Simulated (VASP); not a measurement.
# CuO (P1) in VASP: single point with r2SCAN+U

Aim: the single point of CuO with r2SCAN+U.

All numbers are computed with VASP 6.6.1; they aren't measurements. Logs are shortened: lines on timing, memory, paths and dates and some standing lists are left out, and cuts for length are marked.

## 1. The cell of the first run

The typed cell holds 8 atoms: a = 2.900 Å, b = 5.544 Å, c = 5.643 Å, α = 113.11°, β = 101.64°, γ = 92.01°.

## 2. Single point, r2SCAN+U

The input, POSCAR:

```
CuO
1.0
    2.3418500000     -1.7113000000      0.0000000000
   -1.4918200000     -1.7113000000     -5.0578700000
    2.3418500000      5.1339000000      0.0000000000
Cu O
4 4
Direct
    0.3213271600      0.9565765600      0.2905417800
    0.6786728400      0.0434234400      0.7094582200
    0.3225567000      0.5218645100      0.6836463300
    0.6774433000      0.4781354900      0.3163536700
    0.4176716400      0.7073204800      0.0098998500
    0.4139283600      0.7926795200      0.6585001500
    0.2249395900      0.3481680500      0.0734239800
    0.9434604100      0.1518319500      0.2581760200
```

The input, INCAR.step1:

```
SYSTEM = CuO
ALGO     = Normal         ! electronic algorithm
EDIFF    = 1E-4           ! SCF threshold, eV
ENCUT    = 520            ! plane-wave cutoff, eV
GGA      = PE             ! functional
ISMEAR   = -1             ! smearing method
LASPH    = .TRUE.         ! aspherical terms in the spheres
LCHARG   = .FALSE.        ! write CHGCAR
LDAU     = .TRUE.         ! DFT+U
LDAUJ    = 0 0          
LDAUL    = 2 -1           ! shell
LDAUTYPE = 2            
LDAUU    = 4.5 0          ! U, eV
LMAXMIX  = 4              ! l up to which the mixer works
LREAL    = .FALSE.        ! projectors in reciprocal space
LWAVE    = .TRUE.         ! write WAVECAR
NBANDS   = 44             ! bands
NELM     = 150            ! most SCF steps
PREC     = Accurate       ! precision mode
SIGMA    = 0.05           ! smearing width, eV
```

The input, INCAR.step2:

```
SYSTEM = CuO
ALGO     = Normal         ! electronic algorithm
EDIFF    = 1E-7           ! SCF threshold, eV
ENCUT    = 520            ! plane-wave cutoff, eV
ISIF     = 2              ! what is computed and relaxed
ISMEAR   = -1             ! smearing method
ISTART   = 1            
LASPH    = .TRUE.         ! aspherical terms in the spheres
LCHARG   = .TRUE.         ! write CHGCAR
LDAU     = .TRUE.         ! DFT+U
LDAUJ    = 0 0          
LDAUL    = 2 -1           ! shell
LDAUPRINT= 1            
LDAUTYPE = 2            
LDAUU    = 4.5 0          ! U, eV
LELF     = .TRUE.         ! ELF
LMAXMIX  = 4              ! l up to which the mixer works
LMIXTAU  = .TRUE.       
LREAL    = .FALSE.        ! projectors in reciprocal space
LVHAR    = .TRUE.       
LWAVE    = .FALSE.        ! write WAVECAR
METAGGA  = R2SCAN         ! meta-GGA
NBANDS   = 44             ! bands
NELM     = 150            ! most SCF steps
PREC     = Accurate       ! precision mode
SIGMA    = 0.05           ! smearing width, eV
```

The input, KPOINTS:

```
k-points
0
G
  9 5 5
  0 0 0
```

Potentials or basis: VASP PAW PBE potentials, release 64 (Cu, O).

Launch:

```sh
cat potpaw_PBE.64/Cu/POTCAR potpaw_PBE.64/O/POTCAR > POTCAR
cp INCAR.step1 INCAR
mpirun -np 1 vasp_std > vasp.out
cp INCAR.step2 INCAR
mpirun -np 1 vasp_std > vasp.out
```

OUTCAR:

```text
SYSTEM = CuO
   EDIFF = 1E-7
   ENCUT = 520
   ISIF = 2
   ISMEAR = -1
   ISTART = 1
   LASPH = .TRUE.
   LREAL = .FALSE.
   METAGGA = R2SCAN
   NELM = 150
   PREC = Accurate

 ion  position               nearest neighbor table
   1  0.321  0.957  0.291-   8 1.60   5 1.73   8 2.15   2 2.23
   2  0.679  0.043  0.709-   6 1.46   1 2.23   7 2.31
   3  0.323  0.522  0.684-   6 1.58   5 1.68   4 2.42   4 2.43
   4  0.677  0.478  0.316-   7 1.60   8 1.93   7 2.26   6 2.32   3 2.42   3 2.43
   5  0.418  0.707  0.010-   3 1.68   1 1.73
   6  0.414  0.793  0.659-   2 1.46   3 1.58   4 2.32
   7  0.225  0.348  0.073-   4 1.60   4 2.26   2 2.31
   8  0.943  0.152  0.258-   1 1.60   4 1.93   1 2.15

  LATTYP: Found a triclinic cell.
 ALAT       =     5.8009685786
 B/A-ratio  =     1.6360783372
 C/A-ratio  =     2.0759489700
 COS(alpha) =     0.0013450221
 COS(beta)  =     0.5225206785
 COS(gamma) =     0.8445132113

  Lattice vectors:

 A1 = (  -4.6837000000,  -3.4226000000,   0.0000000000)
 A2 = (  -6.1755200000,  -5.1339000000,  -5.0578700000)
 A3 = (  -4.0419100000,  -5.1339000000,  10.1157400000)

Analysis of symmetry for initial positions (statically):
=====================================================================
 Subroutine PRICEL returns:
 Original cell was already a primitive cell.

 Routine SETGRP: Setting up the symmetry group for a
 triclinic supercell.

 Subroutine GETGRP returns: Found  1 space group operations
 (whereof  1 operations were pure point group operations)
 out of a pool of  2 trial point group operations.

The static configuration has the point symmetry C_1 .

Analysis of symmetry for dynamics (positions and initial velocities):
=====================================================================
 Subroutine PRICEL returns:
 Original cell was already a primitive cell.

 Routine SETGRP: Setting up the symmetry group for a
 triclinic supercell.

 Subroutine GETGRP returns: Found  1 space group operations
 (whereof  1 operations were pure point group operations)
 out of a pool of  2 trial point group operations.

The dynamic configuration has the point symmetry C_1 .

 Subroutine INISYM returns: Found  1 space group operations
 (whereof  1 operations are pure point group operations),
 and found     1 'primitive' translations

----------------------------------------------------------------------------------------

                                     Primitive cell

  volume of cell :      81.0798

  direct lattice vectors                    reciprocal lattice vectors
     2.341850000 -1.711300000  0.000000000     0.320259624 -0.146087770 -0.045032734
    -1.491820000 -1.711300000 -5.057870000     0.000000000  0.000000000 -0.197711685
     2.341850000  5.133900000  0.000000000     0.106753208  0.146087770 -0.080914806

  length of vectors
     2.900484289  5.544016914  5.642799893     0.354874358  0.197711685  0.198204666

  position of ions in fractional coordinates (direct lattice)
     0.321327160  0.956576560  0.290541780
     0.678672840  0.043423440  0.709458220
     0.322556700  0.521864510  0.683646330
     0.677443300  0.478135490  0.316353670
     0.417671640  0.707320480  0.009899850
     0.413928360  0.792679520  0.658500150
     0.224939590  0.348168050  0.073423980
     0.943460410  0.151831950  0.258176020

  ion indices of the primitive-cell ions
   primitive index   ion index
                 1           1
                 2           2
                 3           3
                 4           4
[... 35 lines left out ...]
  0.222222 -0.000000 -0.000000      2.000000
  0.333333  0.000000 -0.000000      2.000000
  0.444444 -0.000000 -0.000000      2.000000
  0.000000  0.200000  0.000000      2.000000
[... 16 lines left out ...]
 -0.111111  0.400000  0.000000      2.000000
 -0.000000  0.000000  0.200000      2.000000
 [... further k-points ...]
   k-points           NKPTS =    113   k-points in BZ     NKDIM =    113   number of bands    NBANDS=     44
   number of dos      NEDOS =    301   number of ions     NIONS =      8
   total plane-waves  NPLWV =  42336
   dimension x,y,z NGX =    24 NGY =   42 NGZ =   42
   dimension x,y,z NGXF=    48 NGYF=   84 NGZF=   84
   ions per type =               4   4
   NGX,Y,Z   is equivalent  to a cutoff of  13.76, 12.59, 12.37 a.u.
   NGXF,Y,Z  is equivalent  to a cutoff of  27.51, 25.19, 24.75 a.u.
 SYSTEM =  CuO
   PREC   = accura    normal or accurate (medium, high low for compatibility)
   ISTART =      1    job   : 0-new  1-cont  2-samecut
   ICHARG =      0    charge: 1-file 2-atom 10-const
   ISPIN  =      1    spin polarized calculation?
   LNONCOLLINEAR =      F non collinear calculations
   LSORBIT =      F    spin-orbit coupling
   LASPH  =      T    aspherical Exc in radial PAW
   ENCUT  =  520.0 eV  38.22 Ry    6.18 a.u.   5.39 10.31 10.49*2*pi/ulx,y,z
   NELM   =    150;   NELMIN=  2; NELMDL=  0     # of ELM steps
   EDIFF  = 0.1E-06   stopping-criterion for ELM
   LREAL  =      F    real-space projection
   EDIFFG = 0.1E-05   stopping-criterion for IOM
   NSW    =      0    number of steps for IOM
   IBRION =     -1    ionic relax: 0-MD 1-quasi-New 2-CG
   NFREE  =      0    steps in history (QN), initial steepest desc. (CG)
   ISIF   =      2    stress and relaxation
   ISYM   =      2    0-nonsym 1-usesym 2-fastsym
   POTIM  = 0.5000    time-step for ionic-motion
   TEBEG  =    0.0;   TEEND  =   0.0 temperature during run
   PSTRESS=    0.0 pullay stress
   NELECT =      68.0000    total number of electrons
   NUPDOWN=      -1.0000    fix difference up-down
   EMIN   =  10.00;   EMAX   =-10.00  energy-range for DOS
   EFERMI =   0.00;   METHOD = LEGACY
   ISMEAR =    -1;   SIGMA  =   0.05  broadening in eV -4-tet -1-fermi 0-gaus
   EFERMI_NEDOS =   21; number of points for ismear=-14 and -15
   IALGO  =     38    algorithm
   IMIX   =      4    mixing-type and parameters
     AMIX     =   0.40;   BMIX     =  1.00
     AMIX_MAG =   1.60;   BMIX_MAG =  1.00
  volume/ion in A,a.u.               =      10.13        68.39
  Fermi-wavevector in a.u.,A,eV,Ry     =   1.543856  2.917465 32.429376  2.383492
  Thomas-Fermi vector in A             =   2.649460
   LORBIT       =      0    0 simple, 1 ext, 2 COOP (PROOUT), +10 PAW based schemes
 LDA+U is selected, type is set to LDAUTYPE =  2
   angular momentum for each species LDAUL =     2   -1
   U (eV)           for each species LDAUU =   4.5  0.0
   J (eV)           for each species LDAUJ =   0.0  0.0
   METAGGA = R2SCAN    functional components
   LHFCALC =     F    Hartree Fock is set to
   AEXX    =    0.0000 exact exchange contribution
   IVDW    =     0    specifies the selected vdW correction
   LEPSILON=     F    determine dielectric tensor
   LRPA    =     F    only Hartree local field effects (RPA)
 non-spin polarized calculation
  energy-cutoff  :      520.00
  volume of cell :       81.08
 maximum number of plane-waves:      2213
 NGX is ok and might be reduce to    24
   NGX = 11   NGY = 21   NGZ = 21

atom =   1  type =  1  l = 2

 onsite density matrix

spin component  1
[... 116 lines left out ...]
  o =  0.8712  v = -0.1539  0.0301  0.4131  0.7902 -0.4247  0.0000  0.0000  0.0000  0.0000  0.0000      0.0000  0.0000  0.0000  0.0000  0.0000  0.0000  0.0000  0.0000  0.0000  0.0000
  o =  0.8712  v =  0.0000  0.0000  0.0000  0.0000  0.0000 -0.1539  0.0301  0.4131  0.7902 -0.4247      0.0000  0.0000  0.0000  0.0000  0.0000  0.0000  0.0000  0.0000  0.0000  0.0000
  o =  0.9354  v =  0.5893 -0.0195 -0.6446  0.2189 -0.4347  0.0000  0.0000  0.0000  0.0000  0.0000      0.0000  0.0000  0.0000  0.0000  0.0000  0.0000  0.0000  0.0000  0.0000  0.0000
  o =  0.9354  v =  0.0000  0.0000  0.0000  0.0000  0.0000  0.5893 -0.0195 -0.6446  0.2189 -0.4347      0.0000  0.0000  0.0000  0.0000  0.0000  0.0000  0.0000  0.0000  0.0000  0.0000
  o =  0.9519  v =  0.0000  0.0000  0.0000  0.0000  0.0000  0.3938 -0.5080  0.0764  0.4036  0.6466      0.0000  0.0000  0.0000  0.0000  0.0000  0.0000  0.0000  0.0000  0.0000  0.0000
  o =  0.9519  v =  0.3938 -0.5080  0.0764  0.4036  0.6466  0.0000  0.0000  0.0000  0.0000  0.0000      0.0000  0.0000  0.0000  0.0000  0.0000  0.0000  0.0000  0.0000  0.0000  0.0000
  o =  0.9736  v =  0.5519  0.7307  0.3510  0.0013  0.1957  0.0000  0.0000  0.0000  0.0000  0.0000      0.0000  0.0000  0.0000  0.0000  0.0000  0.0000  0.0000  0.0000  0.0000  0.0000
  o =  0.9736  v =  0.0000  0.0000  0.0000  0.0000  0.0000  0.5519  0.7307  0.3510  0.0013  0.1957      0.0000  0.0000  0.0000  0.0000  0.0000  0.0000  0.0000  0.0000  0.0000  0.0000
  o =  0.9834  v =  0.0000  0.0000  0.0000  0.0000  0.0000 -0.4115  0.4547 -0.5337  0.4059  0.4175      0.0000  0.0000  0.0000  0.0000  0.0000  0.0000  0.0000  0.0000  0.0000  0.0000
  o =  0.9834  v = -0.4115  0.4547 -0.5337  0.4059  0.4175  0.0000  0.0000  0.0000  0.0000  0.0000      0.0000  0.0000  0.0000  0.0000  0.0000  0.0000  0.0000  0.0000  0.0000  0.0000

 number of electron      68.0000012 magnetization

 Free energy of the ion-electron system (eV)
  ---------------------------------------------------
  ext. energy  EPLUGINS =         0.00000000
  ---------------------------------------------------
  free energy    TOTEN  =       -55.58888591 eV

  energy without entropy =      -55.55796966  energy(sigma->0) =      -55.57342778

 E-fermi :   4.9811     XC(G=0): -12.4984

 val. band max:        4.9765052592   @ k =  -0.2222  -0.4000   0.2000
 cond. band min:       4.9823410850   @ k =   0.1111  -0.4000   0.4000
 fundamental gap:      0.0058358258
 Fermi energy:         4.9811385778

 k-point     1 :       0.0000    0.0000    0.0000
  band No.  band energies     occupation
      1     -16.7485      2.00000
      2     -16.0791      2.00000
      3     -14.5239      2.00000
      4     -14.0806      2.00000
      5      -4.1915      2.00000
      6      -3.0931      2.00000
[... 1117 lines left out ...]
     43      16.3890      0.00000
     44      18.3803      0.00000

 [... further k-points ...]
[... 5 lines left out ...]
  --------------------------------------------------------------------------------------
  -------------------------------------------------------------------------------------
  Total       19.1207484     14.5772975     32.5675596      0.2195331      9.8163866     -0.8790824
  in kB      377.8353516    288.0545369    643.5509273      4.3380813    193.9766057    -17.3710996
  external PRESSURE =     436.4802720 kB  Pullay stress =       0.0000000 kB

 VOLUME and BASIS-vectors are now :
 -----------------------------------------------------------------------------
  energy-cutoff  :      520.00
  volume of cell :       81.08
      direct lattice vectors                 reciprocal lattice vectors
     2.341850000 -1.711300000  0.000000000     0.320259624 -0.146087770 -0.045032734
    -1.491820000 -1.711300000 -5.057870000     0.000000000  0.000000000 -0.197711685
     2.341850000  5.133900000  0.000000000     0.106753208  0.146087770 -0.080914806

 POSITION                                       TOTAL-FORCE (eV/Angst)
 -----------------------------------------------------------------------------------
      0.00587     -0.69526     -4.83824         3.135784     -0.648622      2.428051
      3.18601      2.40656     -0.21963         4.964319     -4.762219    -12.994690
      1.57785      2.06471     -2.63952         0.354954      2.114522      7.224777
      1.61403     -0.35341     -2.41835         4.770622     -0.108301     -2.737254
     -0.05389     -1.87437     -3.57754         1.881653      1.930137      1.178302
      1.32893      1.31581     -4.00927        -5.357326      1.209848      6.350764
      0.17932     -0.60381     -1.76099        -6.467583     -1.584494      2.311691
      2.58755     -0.54892     -0.76795        -3.282423      1.849128     -3.761642
 -----------------------------------------------------------------------------------
    total drift:                               -0.012386     -0.019459      0.008022

  FREE ENERGIE OF THE ION-ELECTRON SYSTEM (eV)
  ---------------------------------------------------
  free  energy   TOTEN  =       -55.5888859086 eV

  energy  without entropy=      -55.5579696601  energy(sigma->0) =      -55.57342778
```

Wall time 47 min (1 thread of Oxide Virtual Turin-like, shared host); peak memory 0.39 GiB.

What came out:

* Free energy: -55.5889 eV
* Pressure: 43.6 GPa
* Largest force: 14.703 eV/Å
* Band gap on the k mesh: zero (bands 34 and 35 overlap by 0.27 eV)

Forces on the atoms (eV/Å):
```
Cu    3.136  -0.649   2.428
Cu    4.964  -4.762 -12.995
Cu    0.355   2.115   7.225
Cu    4.771  -0.108  -2.737
O     1.882   1.930   1.178
O    -5.357   1.210   6.351
O    -6.468  -1.584   2.312
O    -3.282   1.849  -3.762
```

Stress tensor (GPa, compression positive):
```
37.78  0.43 -1.74
 0.43 28.81 19.40
-1.74 19.40 64.36
```

Eigenvalues of the final occupation matrices:
```csv
site,spin,trace,eigenvalues
site 1 d,1,4.70,0.89 0.94 0.95 0.96 0.96
site 1 d,2,4.70,0.89 0.94 0.95 0.96 0.96
site 2 d,1,4.78,0.90 0.95 0.96 0.98 0.98
site 2 d,2,4.78,0.90 0.95 0.96 0.98 0.98
site 3 d,1,4.72,0.84 0.95 0.96 0.98 0.99
site 3 d,2,4.72,0.84 0.95 0.96 0.98 0.99
site 4 d,1,4.72,0.87 0.94 0.95 0.97 0.98
site 4 d,2,4.72,0.87 0.94 0.95 0.97 0.98
```

Caveat: the stress differs along the axes, from 29 to 64 GPa; semilocal functionals underestimate gaps, and a narrow one can read as zero; the PAW data sets were made with another functional, which shifts forces and pressure a little; U without spin polarisation on a metal has little footing.
